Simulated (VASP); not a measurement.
**Bi2Te3 (Tellurobismuthite): single point with PBEsol**

**What was measured.**

From “Vacancy and Antisite-Induced Ferromagnetism in Liquid-Phase Exfoliated Bi2Te3”, 2024, arxiv:2412.10539, for a bulk crystal of Bi2Te3: band gap 0.17 eV.

Bi2Te3 (Tellurobismuthite):

```
CELL_PARAMETERS angstrom
2.19300 1.26613 10.57229
-2.19300 1.26613 10.57229
0.00000 -2.53226 10.57229
ATOMIC_POSITIONS crystal
Bi 0.60000 0.60000 0.60000
Bi 0.40000 0.40000 0.40000
Te 0.79050 0.79050 0.79050
Te 0.20950 0.20950 0.20950
Te 0.00000 0.00000 0.00000
```

* Program: VASP 6.6.1
* Task: single point
* Functional: PBEsol
* Potentials or basis: VASP PAW PBE potentials, release 64 (Bi_d, Te)
* Cutoff: 520 eV
* k mesh: 6 × 6 × 6
* Occupations: fermi-dirac, width 0.05 eV
* Spin: no spin polarisation
* Dipole correction: no
* Further INCAR settings: ALGO = Normal; EDIFF = 1e-06; NBANDS = 32

```
Pressure               : -2.5 GPa
Largest force          : 0.437 eV/Å
Band gap on the k mesh : 0.37 eV, direct
```

Forces in eV/Å, atoms in the order of the input:
```
Bi   0.000  0.000 -0.136
Bi   0.000  0.000  0.136
Te   0.000  0.000 -0.437
Te   0.000  0.000  0.437
Te   0.000  0.000  0.000
```

Stress tensor (GPa, compression positive):
```
-1.92  0.00  0.00
 0.00 -1.92  0.00
 0.00  0.00 -3.67
```

Levels at points of the mesh, in eV from the valence-band top:
| k point | band 20 | band 21 | band 22 | band 23 | band 24 | band 25 | band 26 | band 27 | band 28 | band 29 |
| --- | --- | --- | --- | --- | --- | --- | --- | --- | --- | --- |
| (0.00, 0.00, 0.00) | -1.49 | -1.49 | -0.69 | -0.69 | 0.00 | 0.37 | 0.77 | 0.77 | 2.02 | 2.02 |
| (0.50, 0.00, 0.00) | -2.88 | -2.67 | -2.40 | -0.85 | -0.56 | 0.52 | 1.05 | 2.34 | 2.68 | 3.13 |
| (0.50, 0.50, 0.00) | -2.19 | -1.92 | -1.86 | -1.38 | -1.13 | 0.62 | 1.46 | 1.91 | 2.49 | 2.56 |
| (0.50, 0.50, 0.50) | -1.22 | -1.22 | -0.93 | -0.93 | -0.51 | 0.91 | 1.17 | 1.17 | 1.64 | 1.64 |

Wall time 14 min on 1 thread of Intel(R) Xeon(R) Platinum 8488C (Sapphire Rapids), on a shared host, peak memory 1.1 GiB.

Against the measured gap of Bi2Te3, 0.17 eV (quoted in “Vacancy and Antisite-Induced Ferromagnetism in Liquid-Phase Exfoliated Bi2Te3”, 2024, arxiv:2412.10539), the calculated 0.37 eV is off by +0.20 eV. Spin-orbit coupling on Bi, Te is left out. The value is that of PBEsol on a finite k mesh, which can miss the band edges, without temperature or zero-point motion.

Caveat: the PAW data sets were made with another functional, which shifts forces and pressure a little; spin-orbit coupling is left out, which moves the levels of the heavy elements.
